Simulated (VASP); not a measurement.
Wanted: the native input for a VASP 6.6.1 run.

| Property | Result |
| --- | --- |
| Task | single point |
| Functional | PBE |
| Potentials or basis | VASP PAW PBE potentials, release 64 (Li_sv, O) |
| Cutoff | 750 eV |
| k mesh | 6 × 6 × 6 |
| Occupations | gaussian, width 0.1 eV |
| Spin | no spin polarisation |
| Dipole correction | no |
| Further INCAR settings | ALGO = Normal; EDIFF = 1e-06; NBANDS = 13 |

The structure of Li2O lies in POSCAR:

```
Li2O
1.0
    1.6357159542      0.9443810465      2.6708995116
   -1.6357159542      0.9443810465      2.6708995116
    0.0000000000     -1.8887620930      2.6708995116
Li O
2 1
Direct
    0.0416701978      0.0416701978      0.0416701978
    0.5416547947      0.5416547947      0.5416547947
    0.2916750076      0.2916750076      0.2916750076
```

This cell differs from its parent crystal: atoms taken out.

One way to write it, as run:

INCAR

```
  PREC = Accurate
  ENCUT = 750
  EDIFF = 1E-6
  ISMEAR = 0
  SIGMA = 0.1
  LREAL = F
  LASPH = T
  NELM = 120
  ALGO = Normal
  ISIF = 2
  LWAVE = F
  LCHARG = F
  GGA = PE
  NBANDS = 13
  GGA_COMPAT = F
```

KPOINTS

```
regular mesh
0
Gamma
  6 6 6
```

Potentials or basis: VASP PAW PBE potentials, release 64 (Li_sv, O).

The run is started by

```sh
$ cat potpaw_PBE.64/Li_sv/POTCAR potpaw_PBE.64/O/POTCAR > POTCAR
$ mpirun -np 1 vasp_std > vasp.out
```

Results of the run:

The pressure is -0.4 GPa and the band gap on the k mesh is 4.97 eV (least direct gap 5.23 eV).

Caveat: the cell differs from its parent crystal (atoms taken out).

Run time: 9.1 s on 1 thread of Intel(R) Xeon(R) 6975P-C (Granite Rapids), on a shared host, peak memory 0.16 GiB.
